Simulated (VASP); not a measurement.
Write the native input for VASP 6.6.1 that does the following.

```yaml
Task: single point
Functional: r2SCAN
Potentials_or_basis: VASP PAW PBE potentials, release 64 (Te, Ti_sv)
Cutoff: 520 eV
k_mesh: 8 × 8 × 4
Occupations: fermi-dirac, width 0.05 eV
Spin: no spin polarisation
Dipole_correction: no
Further_INCAR_settings: ALGO = Normal; EDIFF = 1e-06; NBANDS = 19
```

Crystal: TiTe2.

```
Te Ti
1.0
     3.69990    0.00000    0.00000
    -1.84995    3.20420    0.00000
     0.00000    0.00000    6.36535
Te Ti
2 1
Direct
  0.33333 0.66667 0.73720
  0.66667 0.33333 0.26280
  0.00000 0.00000 0.00000
```

One way to write it, as run:

POSCAR

```
TiTe2
1.0
    3.6998967326      0.0000000000      0.0000000000
   -1.8499483663      3.2042045618      0.0000000000
    0.0000000000      0.0000000000      6.3653505344
Te Ti
2 1
Direct
    0.3333333333      0.6666666667      0.7372000000
    0.6666666667      0.3333333333      0.2628000000
    0.0000000000      0.0000000000      0.0000000000
```

INCAR.step1

```
SYSTEM = TiTe2
ALGO = Normal ; EDIFF = 1E-4
ENCUT = 520 ; GGA = PE
ISMEAR = -1 ; LASPH = .True.
LCHARG = .False. ; LREAL = .False.
LWAVE = .True. ; NBANDS = 19
NELM = 80 ; PREC = Accurate
SIGMA = 0.05
```

INCAR.step2

```
SYSTEM = TiTe2
ALGO = Normal ; EDIFF = 1E-6
ENCUT = 520 ; ISIF = 2
ISMEAR = -1 ; ISTART = 1
LASPH = .True. ; LCHARG = .False.
LMIXTAU = .True. ; LREAL = .False.
LWAVE = .False. ; METAGGA = R2SCAN
NBANDS = 19 ; NELM = 80
PREC = Accurate ; SIGMA = 0.05
```

KPOINTS

```
k-points
0
Gamma
  8 8 4
  0 0 0
```

Potentials or basis: VASP PAW PBE potentials, release 64 (Te, Ti_sv).

Launch:

```bash
$ cat potpaw_PBE.64/Te/POTCAR potpaw_PBE.64/Ti_sv/POTCAR > POTCAR
$ cp INCAR.step1 INCAR
$ mpirun -np 1 vasp_std > vasp.out
$ cp INCAR.step2 INCAR
$ mpirun -np 1 vasp_std > vasp.out
```

It gave:

* Pressure: 5.9 GPa
* Largest force: 0.383 eV/Å
* Band gap on the k mesh: zero (band 12 reaches 8.01 eV, above the bottom of band 13 at 7.27 eV)

Caveat: the PAW data sets were made with another functional, which shifts forces and pressure a little; spin-orbit coupling is left out, which moves the levels of the heavy elements.

Wall time 4.6 min on 1 thread of Intel Xeon 8259CL (shared host), peak memory 0.22 GiB.
